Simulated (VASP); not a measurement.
Here is a VASP 6.6.1 calculation.

File INCAR:

```
SYSTEM = MgO
METAGGA  = R2SCAN         ! meta-GGA
ISMEAR   = 0              ! smearing method
SIGMA    = 0.03           ! smearing width, eV
LWAVE    = .FALSE.        ! write WAVECAR
LCHARG   = .FALSE.        ! write CHGCAR
ISIF     = 2              ! what is computed and relaxed
ISYM     = 0            
PREC     = Normal         ! precision mode
LASPH    = .TRUE.         ! aspherical terms in the spheres
LREAL    = Auto         
ALGO     = Normal         ! electronic algorithm
EDIFF    = 1E-6           ! SCF threshold, eV
NELM     = 120            ! most SCF steps
GGA_COMPAT= .FALSE.      
ENCUT    = 460            ! plane-wave cutoff, eV
EFERMI   = MIDGAP       
LMIXTAU  = .TRUE.       
ROPT     = -0.00025 -0.00025
NSIM     = 4
```

The input KPOINTS:

```
k-points
0
Gamma
  1 1 1
```

The input POSCAR:

```
MgO
1.0
    6.9727557254      0.0000000000      0.0000000000
   -3.4863778628      6.0385835926      0.0000000000
    0.0000000000      0.0000000000     12.5341236600
Mg O
24 24
Direct
    0.1673970000      0.3332960000      0.0869140000
    0.1724980000      0.3408100000      0.4159210000
    0.1734850000      0.3398290000      0.7529060000
    0.1557130000      0.8318100000      0.0819710000
    0.1668080000      0.8345710000      0.4190730000
    0.1734900000      0.8395860000      0.7477730000
    0.6670070000      0.3295290000      0.0870150000
    0.6624740000      0.3294240000      0.4158250000
    0.6649140000      0.3373410000      0.7487560000
    0.6720180000      0.8379450000      0.0812160000
    0.6666050000      0.8409300000      0.4171120000
    0.6606480000      0.8276120000      0.7527900000
    0.3329570000      0.1730800000      0.2469240000
    0.3371810000      0.1635810000      0.5848730000
    0.3414510000      0.1658840000      0.9188850000
    0.3368560000      0.6635140000      0.2516070000
    0.3344520000      0.6699560000      0.5867430000
    0.3307300000      0.6697000000      0.9239960000
    0.8361580000      0.1694190000      0.2475470000
    0.8374710000      0.1627830000      0.5821640000
    0.8346420000      0.1577860000      0.9179590000
    0.8349000000      0.6663030000      0.2526300000
    0.8393290000      0.6651510000      0.5862940000
    0.8300220000      0.6611960000      0.9145220000
    0.1636640000      0.3233200000      0.2519660000
    0.1651470000      0.3326330000      0.5830840000
    0.1697700000      0.3349490000      0.9157990000
    0.1642380000      0.8309070000      0.2521990000
    0.1653770000      0.8341410000      0.5840550000
    0.1693930000      0.8384770000      0.9158060000
    0.6710780000      0.3326420000      0.2495010000
    0.6619510000      0.3348120000      0.5854810000
    0.6718080000      0.3349340000      0.9152880000
    0.6685860000      0.8379020000      0.2508830000
    0.6661330000      0.8343510000      0.5805060000
    0.6676330000      0.8262840000      0.9158180000
    0.3341360000      0.1679100000      0.0855850000
    0.3375550000      0.1706730000      0.4154400000
    0.3346840000      0.1717950000      0.7503610000
    0.3402780000      0.6692750000      0.0787810000
    0.3345800000      0.6691110000      0.4145370000
    0.3368890000      0.6583480000      0.7465380000
    0.8389080000      0.1717220000      0.0857660000
    0.8293030000      0.1660540000      0.4144170000
    0.8299580000      0.1633040000      0.7477490000
    0.8361710000      0.6683360000      0.0828210000
    0.8275830000      0.6683800000      0.4158770000
    0.8313730000      0.6631190000      0.7503050000
```

Potentials or basis: VASP PAW PBE potentials, release 64 (Mg, O).

Run with:

```bash
$ cat potpaw_PBE.64/Mg/POTCAR potpaw_PBE.64/O/POTCAR > POTCAR
$ mpirun -np 8 vasp_std > vasp.out
```

Estimate the band gap on the k mesh.

3.96 eV.

What does it give for the pressure?

-0.5 GPa.

Predict the largest force.

1.421 eV/Å.

Forces in eV/Å, atoms in the order of the input:
```
Mg   0.142  0.212 -0.638
Mg  -0.134 -0.562  0.435
Mg  -0.416 -0.825 -0.364
Mg   0.862  0.196  0.494
Mg  -0.177  0.070 -0.566
Mg  -0.169 -0.342  0.531
Mg  -0.025  0.483 -0.449
Mg   0.153  0.432  0.198
Mg   0.535 -0.506  0.084
Mg   0.074 -0.330  0.529
Mg   0.271 -0.446 -0.044
Mg   0.423  0.407 -0.592
Mg   0.739 -0.906  0.769
Mg  -0.685  0.600 -0.294
Mg  -0.526  0.432 -0.299
Mg  -0.383  0.479 -0.219
Mg   0.364 -0.452 -0.685
Mg   0.315 -0.384 -1.157
Mg  -0.102 -0.386  0.730
Mg  -0.427  0.269  0.247
Mg  -0.151  0.723 -0.533
Mg  -0.206  0.184 -0.021
Mg  -0.968  0.004 -0.544
Mg   0.346  0.140  0.122
O   -0.216  1.026 -0.431
O    0.271  0.122 -0.120
O   -0.029 -0.187  0.489
O    0.250  0.112 -0.483
O    0.376  0.005  0.062
O    0.006 -0.279  0.028
O   -0.443  0.186 -0.135
O    0.674 -0.132 -0.329
O    0.055 -0.499  0.454
O    0.074 -0.319 -0.477
O    0.157 -0.162  0.446
O   -0.387  0.397  0.279
O    0.047 -0.108 -0.342
O   -0.237 -0.307  0.153
O    0.226 -0.391  0.078
O   -0.489 -0.106  1.148
O   -0.174 -0.019  0.320
O   -0.781  0.987  0.659
O   -0.012 -0.366 -0.542
O    0.301  0.510  0.259
O    0.124  0.024  0.485
O   -0.426 -0.348  0.002
O    0.532 -0.169  0.276
O    0.248  0.530 -0.014
```

Caveat: the k points lie up to 1.04 Å⁻¹ apart; the cell differs from its parent crystal (atoms moved at random); the cutoff is under 1.25 times the usual one of these potentials, so pressure, stress and relaxed cells hold a basis-set (Pulay) error; the PAW data sets were made with another functional, which shifts forces and pressure a little; an odd mesh through Γ misses points on the zone boundary, where band edges can lie.
